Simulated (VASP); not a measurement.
Write the native input for VASP 6.6.1 that does the following.

* Task: relaxation of shape and atoms at fixed volume
* Functional: PBE
* Potentials or basis: VASP PAW PBE potentials, release 64 (Mg, Zn, S)
* Cutoff: 600 eV
* k mesh: 6 × 6 × 8
* Occupations: gaussian, width 0.02 eV
* Spin: no spin polarisation
* Dipole correction: no
* Further INCAR settings: ALGO = Normal; EDIFF = 1e-06; IBRION = 2; EDIFFG = -0.01; NSW = 50; ISIF = 4

The structure of Mg3ZnS4 lies in POSCAR:

```
Mg3ZnS4
1.0
    3.7823261377     -5.4135211949      0.0000000000
    3.7823261377      5.4135211949      0.0000000000
    0.0000000000      0.0000000000      3.7809182856
Mg Zn S
3 1 4
Direct
    0.0000000000      0.5000000000      0.5000000000
    0.5000000000      0.0000000000      0.5000000000
    0.5000000000      0.5000000000      0.0000000000
    0.0000000000      0.0000000000      0.0000000000
    0.7455368232      0.2544631768      0.0000000000
    0.7610091051      0.7610091051      0.5000000000
    0.2389908949      0.2389908949      0.5000000000
    0.2544631768      0.7455368232      0.0000000000
```

One way to write it, as run:

INCAR

```
PREC = Accurate
ENCUT = 600
EDIFF = 1E-6
ISMEAR = 0
SIGMA = 0.02
LREAL = F
LASPH = T
NELM = 60
ALGO = Normal
ISIF = 4
LWAVE = F
LCHARG = F
GGA = PE
IBRION = 2
NSW = 50
EDIFFG = -0.01
```

KPOINTS

```
regular mesh
0
Gamma
  6 6 8
```

Potentials or basis: VASP PAW PBE potentials, release 64 (Mg, Zn, S).

Run with:

```bash
$ cat potpaw_PBE.64/Mg/POTCAR potpaw_PBE.64/Zn/POTCAR potpaw_PBE.64/S/POTCAR > POTCAR
$ mpirun -np 1 vasp_std > vasp.out
```

Results of the run:

| Quantity | Value |
| --- | --- |
| Energy gained by relaxing | 0.6 meV/atom |
| Ionic steps | 13 |
| Pressure after relaxing | -5.7 GPa |
| Largest force after relaxing | 0.006 eV/Å |
| Band gap on the k mesh | 1.24 eV (least direct gap 1.41 eV) |

It took 57 min on 1 thread of Oxide Virtual Turin-like Processor, on a shared host, peak memory 0.48 GiB.
